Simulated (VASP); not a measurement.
Wanted: the native input for a VASP 6.6.1 run.

```
Task                   : single point
Functional             : PBE
Potentials or basis    : VASP PAW PBE potentials, release 64 (Mg, O)
Cutoff                 : 520 eV
k mesh                 : 9 × 9 × 8
Occupations            : gaussian, width 0.05 eV
Spin                   : no spin polarisation
Dipole correction      : no
Further INCAR settings : ALGO = Normal; EDIFF = 1e-06; NBANDS = 11
```

The structure of MgO lies in POSCAR:

```
MgO
1.0
    2.9380209034      0.0000000000      0.0000000000
   -1.4690104517      2.4935127244      0.0000000000
    0.0000000000      0.0000000000      2.6796800000
Mg O
1 1
Direct
    0.0000000000      0.0000000000      0.0000000000
    0.3333333333      0.6666666667      0.5000000000
```

This cell differs from its parent crystal: strain -0.0200 x Voigt [0, 1, 0, 0, 0, 0].

The input as run:

INCAR

```
PREC     = Accurate       # precision mode
ENCUT    = 520            # plane-wave cutoff, eV
EDIFF    = 1E-6           # SCF threshold, eV
ISMEAR   = 0              # smearing method
SIGMA    = 0.05           # smearing width, eV
LREAL    = False          # projectors in reciprocal space
LASPH    = True           # aspherical terms in the spheres
NELM     = 80             # most SCF steps
ALGO     = Normal         # electronic algorithm
ISIF     = 2              # what is computed and relaxed
LWAVE    = False          # write WAVECAR
LCHARG   = True           # write CHGCAR
GGA      = PE             # functional
LELF     = True           # ELF
LVHAR    = True         
NBANDS   = 11             # bands
```

KPOINTS

```
Automatic mesh
0
Gamma
  9 9 8
```

Potentials or basis: VASP PAW PBE potentials, release 64 (Mg, O).

Launch:

```sh
$ cat potpaw_PBE.64/Mg/POTCAR potpaw_PBE.64/O/POTCAR > POTCAR
$ mpirun -np 1 vasp_std > vasp.out
```

It gave:

```
Pressure               : 2.0 GPa
Largest force          : 0.012 eV/Å
Band gap on the k mesh : 3.15 eV, indirect (least direct gap 3.62 eV)
```

Caveat: the cell differs from its parent crystal (strain -0.0200 x Voigt [0, 1, 0, 0, 0, 0]).

Run time: 26 s on 1 thread of Intel Xeon 8259CL (shared host), peak memory 0.15 GiB.
